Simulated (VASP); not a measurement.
Mg2H2O3: single point with PBEsol

The system is Mg2H2O3.

```xyz
28
Lattice="-3.1159 -5.3968 0.0000 4.6738 -2.6984 0.0000 0.0000 0.0000 7.7871" Properties=species:S:1:pos:R:3 pbc="T T T"
Mg    1.3873   -4.6040    6.3614
Mg   -0.0050   -3.4287    1.1686
Mg   -0.0139   -1.8652    6.4615
Mg    3.0818   -3.3733    1.2544
Mg    3.1248   -1.9923    6.8160
Mg    1.6271   -0.9689    1.2435
Mg   -1.5141   -4.5853    6.3026
Mg    1.6954   -6.2410    1.1987
H     0.1183   -3.4305    4.4582
H     1.3370   -4.6214    2.8154
H     3.0595   -3.6110    4.5966
H    -0.0602   -1.8766    3.2396
H     2.2861   -1.3370    4.8605
H     3.6036   -2.4782    3.0868
H     1.3950   -6.7432    4.4423
H    -1.8043   -4.6871    3.3083
O    -0.0268   -3.5565    5.4303
O     1.5130   -4.4876    1.9310
O    -0.0413   -5.3602   -0.1411
O     2.9554   -3.5838    5.5456
O    -0.2403   -1.3163    2.4644
O    -1.3986   -2.4852   -0.0304
O     1.4980   -1.1004    5.4283
O     3.1354   -1.6737    2.6041
O     1.4266   -2.5239    0.2344
O     1.7097   -6.3133    5.2813
O    -1.4001   -4.4379    2.4274
O     0.2050    0.2764    0.0275
```

- Program: VASP 6.6.1
- Task: single point
- Functional: PBEsol
- Potentials or basis: VASP PAW PBE potentials, release 64 (Mg, H, O)
- Cutoff: 520 eV
- k mesh: 2 × 2 × 1
- Occupations: fermi-dirac, width 0.05 eV
- Spin: no spin polarisation

```yaml
Pressure: -2.8 GPa
Largest_force: 4.029 eV/Å
Band_gap_on_the_k_mesh: 3.05 eV, direct
```

Forces on the atoms (eV/Å):
```
Mg   0.938 -0.653  0.340
Mg  -1.200 -0.973  0.044
Mg  -0.092  0.498  0.375
Mg  -0.296 -1.482 -0.058
Mg  -0.119  1.467 -1.206
Mg  -0.353  3.108  1.322
Mg  -0.358 -0.319  0.743
Mg   0.392 -0.199 -0.168
H   -0.320 -0.343  0.861
H   -0.664 -0.672  3.916
H   -0.003  0.053 -0.935
H   -0.080  0.298  0.128
H   -1.295  0.301 -0.147
H   -0.789  1.585 -1.219
H    0.112  0.800  0.615
H    0.854  0.357 -1.002
O    0.312 -0.224 -0.954
O    0.692  1.423 -2.025
O    0.300 -0.528 -0.036
O    0.607  0.094  1.387
O    1.236 -0.892  0.152
O   -0.699 -0.258  0.231
O    1.229  0.529 -0.058
O    0.986 -1.534  0.031
O    1.671 -0.576 -1.749
O   -0.849 -0.666 -0.140
O   -0.693  0.015 -0.101
O   -1.519 -1.207 -0.344
```

Stress tensor (GPa, compression positive):
```
-5.40  0.34  0.40
 0.34 -1.42 -0.09
 0.40 -0.09 -1.70
```

Levels at points of the mesh, in eV from the valence-band top:
```csv
k point,band 45,band 46,band 47,band 48,band 49,band 50,band 51,band 52
"(0.00, 0.00, 0.00)",-0.50,-0.32,-0.04,0.00,3.05,5.76,6.13,6.83
"(0.50, 0.00, 0.00)",-0.56,-0.49,-0.26,-0.12,4.37,4.81,6.62,7.08
"(0.00, 0.50, 0.00)",-0.58,-0.39,-0.29,-0.10,4.81,4.86,6.64,6.83
"(0.50, 0.50, 0.00)",-0.59,-0.50,-0.44,-0.23,5.13,5.41,6.11,6.46
```

Run time: 80 s on 1 thread of Intel(R) Xeon(R) 6975P-C (Granite Rapids), with other jobs on the host, peak memory 0.34 GiB.

Caveat: the k points lie up to 0.81 Å⁻¹ apart; the PAW data sets were made with another functional, which shifts forces and pressure a little. PBEsol gaps usually lie below the measured ones, often by a third to a half.
